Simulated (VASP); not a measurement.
NaI:

```xyz
2
Lattice="0.0000 3.2296 3.2296 3.2296 0.0000 3.2296 3.2296 3.2296 0.0000" Properties=species:S:1:pos:R:3 pbc="T T T"
Na    0.0000    0.0000    0.0000
I     3.2296    3.2296    3.2296
```

Base run:

```yaml
Program: VASP 6.6.1
Functional: r2SCAN
Potentials_or_basis: VASP PAW PBE potentials, release 64 (Na_pv, I)
Cutoff: 520 eV
k_mesh: 8 × 8 × 8
Occupations: gaussian, width 0.01 eV
Spin: no spin polarisation
```

Its results: band gap on the k mesh 4.46 eV; pressure -0.1 GPa.

Problem. The run is repeated on the same cell with these changes: functional from r2SCAN to LDA; potentials or basis from VASP PAW PBE potentials, release 64 (Na_pv, I) to VASP PAW LDA potentials, release 64 (Na_pv, I). What comes out?

Solution. Band gap on the k mesh 3.36 eV; pressure -1.5 GPa.

Caveats: spin-orbit coupling is left out, which moves the levels of the heavy elements; the PAW data sets were made with another functional, which shifts forces and pressure a little (at least some runs).

